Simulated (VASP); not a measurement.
# P2Se2O (P4mm) in VASP: a series of runs

P2Se2O is run at these levels: PBE+D3(BJ); tasks: relaxation of cell and atoms, single point.

Everything below comes from runs of VASP 6.6.1. Logs are shortened: lines on timing, memory, paths and dates and some standing lists are left out, and cuts for length are marked.

### 1 The cell of the first run

It takes space group P4mm (No. 99, tetragonal). The conventional cell has a = 3.690 Å, b = 3.690 Å, c = 6.967 Å, α = 90.00°, β = 90.00°, γ = 90.00°. Within 2.9 Å of P (site symmetry 4mm) lie 1 Se at 2.17 Å and 1 P at 2.28 Å and 4 O at 2.64 Å. P (site symmetry 4mm) has 1 P at 2.28 Å and 5 Se at 2.52 to 2.61 Å within 3.0 Å. Se (site symmetry 4mm) has 1 O at 1.80 Å within 2.4 Å. Se (site symmetry 4mm) has 2 P at 2.17 to 2.52 Å within 2.9 Å. O (site symmetry 4mm) has 1 Se at 1.80 Å within 2.4 Å.

### 2 Relaxation of cell and atoms, PBE+D3(BJ)

File INCAR:

```
SYSTEM = P2Se2O
PREC = Accurate ; ENCUT = 600
EDIFF = 1E-6 ; ISMEAR = 0
SIGMA = 0.1 ; LREAL = .FALSE.
LASPH = .TRUE. ; NELM = 100
ALGO = Normal ; ISIF = 3
LWAVE = .FALSE. ; LCHARG = .FALSE.
GGA = PE ; IVDW = 12
IBRION = 2 ; NSW = 90
EDIFFG = -0.04
```

File KPOINTS:

```
Automatic mesh
0
G
  6 6 4
  0 0 0
```

File POSCAR:

```
P2Se2O
1.0
    3.6899066016      0.0000000000      0.0000000000
    0.0000000000      3.6899066016      0.0000000000
    0.0000000000      0.0000000000      6.9668426779
P Se O
2 2 1
Direct
    0.5000000000      0.5000000000      0.0007909113
    0.5000000000      0.5000000000      0.3279527429
    0.0000000000      0.0000000000      0.3158305215
    0.5000000000      0.5000000000      0.6890610193
    0.0000000000      0.0000000000      0.0572284349
```

Potentials or basis: VASP PAW PBE potentials, release 64 (P, Se, O).

On the command line:

```bash
cat potpaw_PBE.64/P/POTCAR potpaw_PBE.64/Se/POTCAR potpaw_PBE.64/O/POTCAR > POTCAR
mpirun -np 1 vasp_std > vasp.out
```

OUTCAR:

```text
SYSTEM = P2Se2O
   PREC = Accurate
   ENCUT = 600
   EDIFF = 1E-6
   ISMEAR = 0
   LREAL = .FALSE.
   LASPH = .TRUE.
   NELM = 100
   ISIF = 3
   GGA = PE
   IVDW = 12
   IBRION = 2
   NSW = 90
   EDIFFG = -0.04
 IVDW          = 12

 ion  position               nearest neighbor table
   1  0.500  0.500  0.001-   4 2.17   2 2.28
   2  0.500  0.500  0.328-   1 2.28   4 2.52   3 2.61   3 2.61   3 2.61   3 2.61
   3  0.000  0.000  0.316-   5 1.80   2 2.61   2 2.61   2 2.61   2 2.61
   4  0.500  0.500  0.689-   1 2.17   2 2.52
   5  0.000  0.000  0.057-   3 1.80

  LATTYP: Found a simple tetragonal cell.
 ALAT       =     3.6899066016
 C/A-ratio  =     1.8880810357

  Lattice vectors:

 A1 = (   3.6899066016,   0.0000000000,   0.0000000000)
 A2 = (   0.0000000000,   3.6899066016,   0.0000000000)
 A3 = (   0.0000000000,   0.0000000000,   6.9668426779)

Analysis of symmetry for initial positions (statically):
=====================================================================
 Subroutine PRICEL returns:
 Original cell was already a primitive cell.

 Routine SETGRP: Setting up the symmetry group for a
 simple tetragonal supercell.

 Subroutine GETGRP returns: Found  8 space group operations
 (whereof  8 operations were pure point group operations)
 out of a pool of 16 trial point group operations.

The static configuration has the point symmetry C_4v.

Analysis of symmetry for dynamics (positions and initial velocities):
=====================================================================
 Subroutine PRICEL returns:
 Original cell was already a primitive cell.

 Routine SETGRP: Setting up the symmetry group for a
 simple tetragonal supercell.

 Subroutine GETGRP returns: Found  8 space group operations
 (whereof  8 operations were pure point group operations)
 out of a pool of 16 trial point group operations.

The dynamic configuration has the point symmetry C_4v.

 Subroutine INISYM returns: Found  8 space group operations
 (whereof  8 operations are pure point group operations),
 and found     1 'primitive' translations

----------------------------------------------------------------------------------------

                                     Primitive cell

  volume of cell :      94.8564

  direct lattice vectors                    reciprocal lattice vectors
     3.689906602  0.000000000  0.000000000     0.271009570  0.000000000  0.000000000
     0.000000000  3.689906602  0.000000000     0.000000000  0.271009570  0.000000000
     0.000000000  0.000000000  6.966842678     0.000000000  0.000000000  0.143537043

  length of vectors
     3.689906602  3.689906602  6.966842678     0.271009570  0.271009570  0.143537043

  position of ions in fractional coordinates (direct lattice)
     0.500000000  0.500000000  0.000790911
     0.500000000  0.500000000  0.327952743
     0.000000000  0.000000000  0.315830521
     0.500000000  0.500000000  0.689061019
     0.000000000  0.000000000  0.057228435

  ion indices of the primitive-cell ions
   primitive index   ion index
                 1           1
                 2           2
                 3           3
                 4           4
                 5           5

----------------------------------------------------------------------------------------

 KPOINTS: Automatic mesh

Automatic generation of k-mesh.
 Grid dimensions read from file:
 generate k-points for:    6    6    4

 Generating k-lattice:

  Cartesian coordinates                     Fractional coordinates (reciprocal lattice)
     0.045168262  0.000000000  0.000000000     0.166666667  0.000000000  0.000000000
     0.000000000  0.045168262  0.000000000     0.000000000  0.166666667  0.000000000
     0.000000000  0.000000000  0.035884261     0.000000000  0.000000000  0.250000000

  Length of vectors
     0.045168262  0.045168262  0.035884261

  Shift w.r.t. Gamma in fractional coordinates (k-lattice)
     0.000000000  0.000000000  0.000000000

 Subroutine IBZKPT returns following result:
 ===========================================

[... 42 lines left out ...]
   EFERMI =   0.00;   METHOD = LEGACY
   ISMEAR =     0;   SIGMA  =   0.10  broadening in eV -4-tet -1-fermi 0-gaus
   EFERMI_NEDOS =   21; number of points for ismear=-14 and -15
   IALGO  =     38    algorithm
   IMIX   =      4    mixing-type and parameters
     AMIX     =   0.40;   BMIX     =  1.00
     AMIX_MAG =   1.60;   BMIX_MAG =  1.00
  volume/ion in A,a.u.               =      18.97       128.02
  Fermi-wavevector in a.u.,A,eV,Ry     =   1.090030  2.059859 16.165982  1.188166
  Thomas-Fermi vector in A             =   2.226246
   LORBIT       =      0    0 simple, 1 ext, 2 COOP (PROOUT), +10 PAW based schemes
   GGA     = PE    functional components
   LHFCALC =     F    Hartree Fock is set to
   AEXX    =    0.0000 exact exchange contribution
   IVDW    =    12    specifies the selected vdW correction
   LEPSILON=     F    determine dielectric tensor
   LRPA    =     F    only Hartree local field effects (RPA)
 conjugate gradient relaxation of ions
 non-spin polarized calculation
 Gauss-broadening in eV      SIGMA  =   0.10
  energy-cutoff  :      600.00
  volume of cell :       94.86
 maximum number of plane-waves:      3204
 NGX is ok and might be reduce to    30
   NGX = 15   NGY = 15   NGZ = 27

--------------------------------------- Ionic step        1  -------------------------------------------

 number of electron      27.9999997 magnetization

 Free energy of the ion-electron system (eV)
  ---------------------------------------------------
  ext. energy  EPLUGINS =         0.00000000
  ---------------------------------------------------
  free energy    TOTEN  =       -21.12727702 eV

  energy without entropy =      -21.11902251  energy(sigma->0) =      -21.12314977

------------------------ aborting loop because EDIFF is reached ----------------------------------------

 Edisp (eV)   -1.52957

 E8    (eV) :    -0.5886

  FORCE on cell =-STRESS in cart. coord.  units (eV):
  Direction    XX          YY          ZZ          XY          YZ          ZX
  --------------------------------------------------------------------------------------
  -------------------------------------------------------------------------------------
  Total      -0.17995    -0.17995     0.13595     0.00000     0.00000     0.00000
  in kB      -3.03953    -3.03953     2.29632     0.00000     0.00000     0.00000
  external pressure =       -1.26 kB  Pullay stress =        0.00 kB
[... 67 lines left out ...]
  energy  without entropy=      -22.6497046627  energy(sigma->0) =      -22.65377779

--------------------------------------- Ionic step        3  -------------------------------------------

 number of electron      27.9999997 magnetization

 E-fermi :   4.6501     XC(G=0):  -9.7411

 val. band max:        4.6189419659   @ k =   0.5000   0.0000   0.0000
 cond. band min:       4.6613444090   @ k =   0.3333   0.3333   0.2500
 fundamental gap:      0.0424024431
 Fermi energy:         4.6501054629

 k-point     1 :       0.0000    0.0000    0.0000
  band No.  band energies     occupation
      1     -15.2335      2.00000
      2     -10.2506      2.00000
      3      -9.1158      2.00000
      4      -5.8850      2.00000
      5      -3.7708      2.00000
      6      -1.0363      2.00000
[... 10 lines left out ...]
     17       7.3785      0.00000
     18       7.4220      0.00000
[... 566 lines left out ...]
  energy  without entropy=      -22.6508126861  energy(sigma->0) =      -22.65499752

--------------------------------------- Ionic step        5  -------------------------------------------

 number of electron      27.9999998 magnetization

 Free energy of the ion-electron system (eV)
  ---------------------------------------------------
  ext. energy  EPLUGINS =         0.00000000
  ---------------------------------------------------
  free energy    TOTEN  =       -21.11791042 eV

  energy without entropy =      -21.10955721  energy(sigma->0) =      -21.11373381

 E-fermi :   4.7193     XC(G=0):  -9.7728

 val. band max:        4.6961471614   @ k =   0.5000   0.0000   0.0000
 cond. band min:       4.7278947245   @ k =   0.3333   0.3333   0.2500
 fundamental gap:      0.0317475631
 Fermi energy:         4.7192692587

 k-point     1 :       0.0000    0.0000    0.0000
  band No.  band energies     occupation
      1     -15.1933      2.00000
      2     -10.2277      2.00000
      3      -9.0536      2.00000
      4      -5.8436      2.00000
      5      -3.7038      2.00000
      6      -0.9854      2.00000
[... 10 lines left out ...]
     17       7.4129      0.00000
     18       7.4869      0.00000
[... 519 lines left out ...]
  FREE ENERGIE OF THE ION-ELECTRON SYSTEM (eV)
  ---------------------------------------------------
  free  energy   TOTEN  =       -22.6591907786 eV

  energy  without entropy=      -22.6508375649  energy(sigma->0) =      -22.65501417

 reached required accuracy - stopping structural energy minimisation
```

Wall time 2.5 min (1 thread of Oxide Virtual Turin-like, shared host); peak memory 0.23 GiB.

What came out:

- Free energy: -22.6592 eV
- Relaxed volume: 18.81 Å³/atom
- Relaxed cell: a = 3.678 Å, b = 3.678 Å, c = 6.953 Å, α = 90.00°, β = 90.00°, γ = 90.00°
- Space group after relaxing (to 0.05 Å): P4mm (No. 99)
- Energy gained by relaxing: 0.5 meV/atom
- Ionic steps: 5
- Pressure after relaxing: 0.0 GPa
- Largest force after relaxing: 0.039 eV/Å
- Band gap on the k mesh: zero (band 14 reaches 6.40 eV, above the bottom of band 15 at 3.73 eV)
- Dispersion energy per atom: -0.308 eV

Forces in eV/Å, atoms in the order of the input:
```
P    0.000  0.000  0.002
P    0.000  0.000  0.039
Se   0.000  0.000 -0.015
Se   0.000  0.000 -0.024
O    0.000  0.000 -0.002
```

Step by step:
```
step  energy change (eV)  largest force (eV/Å)  pressure (GPa)  volume (Å³)
   1              0.0000                0.1913           -0.13        94.86
   2             -0.0010                0.1223           -0.54        94.65
   3             -0.0014                0.0384           -0.40        94.72
   4             -0.0023                0.0401            0.07        94.02
   5             -0.0023                0.0388            0.04        94.07
```

Final structure:
```
CELL_PARAMETERS angstrom
3.67823 0.00000 0.00000
0.00000 3.67823 0.00000
0.00000 0.00000 6.95329
ATOMIC_POSITIONS crystal
P 0.50000 0.50000 0.00184
P 0.50000 0.50000 0.32828
Se 0.00000 0.00000 0.31660
Se 0.50000 0.50000 0.68837
O 0.00000 0.00000 0.05577
```

Caveat: pairwise dispersion overbinds metals, which lowers pressure and volume.

### 3 Single point, PBE+D3(BJ), collinear spin, ferromagnetic start

This run uses another cell than the first one, of 25.90 Å³/atom, 1.365 times its volume.

File INCAR:

```
SYSTEM = P2Se2O
PREC = Accurate
ENCUT = 520
EDIFF = 1E-7
ISMEAR = 0
SIGMA = 0.1
LREAL = .FALSE.
LASPH = .TRUE.
NELM = 150
ALGO = Normal
ISIF = 2
LWAVE = .FALSE.
LCHARG = .FALSE.
ISPIN = 2
MAGMOM = 0 0 0 0 1
LORBIT = 11
GGA = PE
IVDW = 12
NBANDS = 26
```

File KPOINTS:

```
regular mesh
0
G
  4 4 4
  0 0 0
```

File POSCAR:

```
P2Se2O
1.0
    4.4408711500      0.0000000000      0.0000000000
    0.0000000000      4.4408711500      0.0000000000
    0.0000000000      0.0000000000      6.5655644500
P Se O
2 2 1
Direct
    0.5000000000      0.5000000000      0.9958349500
    0.5000000000      0.5000000000      0.4244866900
    0.0000000000      0.0000000000      0.2506458200
    0.5000000000      0.5000000000      0.7243728500
    0.0000000000      0.0000000000      0.9955233200
```

Potentials or basis: VASP PAW PBE potentials, release 64 (P, Se, O).

On the command line:

```bash
cat potpaw_PBE.64/P/POTCAR potpaw_PBE.64/Se/POTCAR potpaw_PBE.64/O/POTCAR > POTCAR
mpirun -np 1 vasp_std > vasp.out
```

It took 2.4 min on 1 thread of Oxide Virtual Turin-like, shared host; peak memory 0.3 GiB.

Results (log left out):

```yaml
Free_energy: -18.3547 eV
Pressure: 11.9 GPa
Largest_force: 11.889 eV/Å
Band_gap_on_the_k_mesh: 0.06 eV, indirect (least direct gap 0.30 eV)
Net_moment: 1.93 μB per cell
Site_moments: P +0.24, -0.01; Se +0.54, +0.04; O +0.43 μB
Valence_electrons_inside_the_program's_atomic_spheres: P 2.60, 2.46; Se 3.76, 4.27; O 4.92
Dispersion_energy_per_atom: -0.230 eV
```

Forces on the atoms (eV/Å):
```
P    0.000  0.000 11.889
P    0.000  0.000 -3.734
Se   0.000  0.000  0.820
Se   0.000  0.000 -8.373
O    0.000  0.000 -0.603
```

Stress tensor (GPa, compression positive):
```
-1.04  0.00  0.00
 0.00 -1.04  0.00
 0.00  0.00 37.89
```

Levels at points of the mesh, in eV from the valence-band top:
Spin up:
```tsv
k point	band 11	band 12	band 13	band 14	band 15	band 16	band 17	band 18	band 19	band 20
(0.00, 0.00, 0.00)	-2.88	-1.68	-1.68	0.00	0.00	0.95	1.92	1.92	3.29	3.87
(0.50, 0.00, 0.00)	-3.01	-1.46	-0.84	-0.77	-0.71	0.25	0.85	1.33	4.09	4.65
(0.50, 0.50, 0.00)	-2.78	-2.61	-2.61	-0.30	-0.30	1.21	2.15	2.15	3.57	5.42
(0.00, 0.00, 0.50)	-4.40	-1.56	-1.56	-0.05	-0.05	2.04	2.56	2.56	4.28	4.44
(0.50, 0.00, 0.50)	-4.18	-1.93	-1.51	-0.83	-0.80	1.68	2.41	3.32	4.14	5.42
(0.50, 0.50, 0.50)	-4.99	-1.98	-1.98	-0.12	-0.12	2.11	2.11	2.78	4.64	6.85
```
Spin down:
| k point | band 11 | band 12 | band 13 | band 14 | band 15 | band 16 |
| --- | --- | --- | --- | --- | --- | --- |
| (0.00, 0.00, 0.00) | -2.72 | -1.20 | -1.20 | 0.74 | 0.74 | 1.12 |
| (0.50, 0.00, 0.00) | -2.73 | -1.19 | -0.52 | 0.06 | 0.28 | 0.42 |
| (0.50, 0.50, 0.00) | -2.62 | -2.17 | -2.17 | 0.44 | 0.44 | 1.36 |
| (0.00, 0.00, 0.50) | -3.94 | -1.04 | -1.04 | 0.77 | 0.77 | 2.26 |
| (0.50, 0.00, 0.50) | -3.45 | -1.66 | -1.29 | 0.12 | 0.24 | 1.90 |
| (0.50, 0.50, 0.50) | -4.63 | -1.38 | -1.38 | 0.62 | 0.62 | 2.45 |

Caveat: forces of over 1 eV/Å act on the atoms, so gaps and moduli don't describe the material at rest.

### 4 Relaxation of cell and atoms, PBE+D3(BJ)

This run uses another cell than the first one, of 18.89 Å³/atom, 0.996 times its volume.

File INCAR:

```
PREC     = Accurate       # precision mode
ENCUT    = 600            # plane-wave cutoff, eV
EDIFF    = 1E-7           # SCF threshold, eV
ISMEAR   = 0              # smearing method
SIGMA    = 0.1            # smearing width, eV
LREAL    = F              # projectors in reciprocal space
LASPH    = T              # aspherical terms in the spheres
NELM     = 60             # most SCF steps
ALGO     = Normal         # electronic algorithm
ISIF     = 3              # what is computed and relaxed
LWAVE    = F              # write WAVECAR
LCHARG   = F              # write CHGCAR
GGA      = PE             # functional
IVDW     = 12             # dispersion correction
IBRION   = 2              # ionic algorithm
NSW      = 100            # ionic steps
EDIFFG   = -0.01          # ionic threshold
```

File KPOINTS:

```
regular mesh
0
Gamma
  10 10 6
```

File POSCAR:

```
P2Se2O
1.0
    3.6845247856      0.0000000000      0.0000000000
    0.0000000000      3.6845247856      0.0000000000
    0.0000000000      0.0000000000      6.9577812762
P Se O
2 2 1
Direct
    0.5000000000      0.5000000000      0.0017800123
    0.5000000000      0.5000000000      0.3290704177
    0.0000000000      0.0000000000      0.3150185862
    0.5000000000      0.5000000000      0.6889568033
    0.0000000000      0.0000000000      0.0560378104
```

On the command line:

```bash
cat potpaw_PBE.64/P/POTCAR potpaw_PBE.64/Se/POTCAR potpaw_PBE.64/O/POTCAR > POTCAR
mpirun -np 1 vasp_std > vasp.out
```

Wall time 14 min (1 thread of Oxide Virtual Turin-like, shared host); peak memory 0.33 GiB.

The run converged. Its results:

- Free energy: -22.5659 eV
- Relaxed volume: 18.82 Å³/atom
- Relaxed cell: a = 3.669 Å, b = 3.669 Å, c = 6.990 Å, α = 90.00°, β = 90.00°, γ = 90.00°
- Space group after relaxing (to 0.05 Å): P4mm (No. 99)
- Energy gained by relaxing: 1.0 meV/atom
- Ionic steps: 8
- Pressure after relaxing: 0.0 GPa
- Band gap on the k mesh: zero (band 14 reaches 6.42 eV, above the bottom of band 15 at 3.99 eV)
- Dispersion energy per atom: -0.308 eV

Forces in eV/Å, atoms in the order of the input:
```
P    0.000  0.000 -0.003
P    0.000  0.000  0.000
Se   0.000  0.000 -0.003
Se   0.000  0.000  0.002
O    0.000  0.000  0.003
```

The path:
```tsv
step	energy change (eV)	largest force (eV/Å)	pressure (GPa)	volume (Å³)
1	0.0000	0.2070	0.03	94.46
2	-0.0022	0.1946	-0.61	94.51
3	-0.0028	0.1173	-0.41	94.49
4	-0.0045	0.0482	0.07	93.90
5	-0.0045	0.0490	0.09	93.88
6	-0.0047	0.0181	0.06	93.97
7	-0.0048	0.0212	0.04	94.04
8	-0.0048	0.0027	-0.01	94.12
```

Final structure:
```xyz
5
Lattice="3.6694 0.0000 0.0000 0.0000 3.6694 0.0000 0.0000 0.0000 6.9904" Properties=species:S:1:pos:R:3 pbc="T T T"
P     1.8347    1.8347    0.0141
P     1.8347    1.8347    2.2808
Se    0.0000    0.0000    2.2061
Se    1.8347    1.8347    4.8280
O     3.6694    0.0000    0.3938
```

Levels at points of the mesh, in eV from the Fermi level:
```tsv
k point	band 12	band 13	band 14	band 15	band 16	band 17
(0.00, 0.00, 0.00)	-1.35	-0.84	-0.84	1.67	1.67	2.64
(0.50, 0.00, 0.00)	-1.99	-1.58	-1.42	-0.17	-0.01	0.77
(0.50, 0.50, 0.00)	-2.64	-2.33	-0.92	1.25	1.25	2.43
(0.00, 0.00, 0.50)	-0.60	-0.60	1.68	1.70	1.70	2.70
(0.50, 0.00, 0.50)	-1.85	-1.43	-1.06	-0.21	0.75	2.17
(0.50, 0.50, 0.50)	-2.01	-2.01	1.30	1.30	2.02	3.57
```

Caveat: pairwise dispersion overbinds metals, which lowers pressure and volume.

### 5 Summary

```tsv
task	spin	cell	k mesh	cutoff (eV)	gap on the mesh (eV)	pressure (GPa)	relaxed volume (Å³/atom)	largest force (eV/Å)
relaxation of cell and atoms	off	relaxed from a = 3.690, b = 3.690, c = 6.967 Å, 5 atoms	6 × 6 × 4	600	none	0.0	18.81	0.04
single point	collinear, ferromagnetic start	a = 4.441, b = 4.441, c = 6.566 Å, 5 atoms	4 × 4 × 4	520	0.06	11.9	-	11.89
relaxation of cell and atoms	off	relaxed from a = 3.685, b = 3.685, c = 6.958 Å, 5 atoms	10 × 10 × 6	600	none	0.0	18.82	-
```

Alike in all rows: level PBE+D3(BJ); potentials or basis VASP PAW PBE potentials, release 64 (P, Se, O); smearing gaussian 0.1 eV.

Caveats: pairwise dispersion overbinds metals, which lowers pressure and volume (some runs); forces of over 1 eV/Å act on the atoms, so gaps and moduli don't describe the material at rest (some runs).

Absolute energies hang on the potentials; compare differences alone.
